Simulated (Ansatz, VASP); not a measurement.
Sn2SeS3: VASP beside Ansatz

```xyz
6
Lattice="3.1055 1.7930 4.5559 -3.1055 1.7930 4.5559 0.0000 -3.5859 4.5559" Properties=species:S:1:pos:R:3 pbc="T T T"
Sn    0.0000    0.0000    8.5666
Sn    0.0000    0.0000    5.1011
Se    0.0000    0.0000    0.0000
S    -1.5528    0.8965    2.2779
S     1.5528    0.8965    2.2779
S     0.0000   -1.7930    2.2779
```

Change from the starting cell: species swapped into the Y2Co3Si type (R-3m, No. 166).

Alike in both runs: task single point; functional PBE; k mesh 3 × 3 × 3; occupations gaussian, width 0.1 eV; no spin polarisation.

|  | VASP | Ansatz |
| --- | --- | --- |
| version | VASP 6.6.1 | Ansatz 0.2.0 |
| potentials or method | VASP PAW PBE potentials, release 64 (Sn_d, Se, S), cutoff 520 eV | scalar-relativistic, plane waves, PAW |
| valence electrons in the cell | 52 | 62 |

```tsv
	VASP	Ansatz	Ansatz less VASP
gap on the k mesh at the Fermi level (eV)	none	none	-
pressure (GPa)	-6.3	-6.2	+0.05
traceless stress, the component that is largest in VASP (GPa)	0.60	0.61	+0.012
rms of the force components (eV/Å)	0.105	0.105	-0.0001
```

Atom by atom the forces differ by 0.000 eV/Å (rms over components). A gap of «none» marks a metal or a gap that the smearing closes. The functional is the same, so the differences come from potentials, cutoffs and numerics. VASP's potentials hold 52 valence electrons a cell and Ansatz's 62, so a difference there can come from the potentials and not from the codes.

The k mesh is coarse, so the values compare programs but aren't converged.
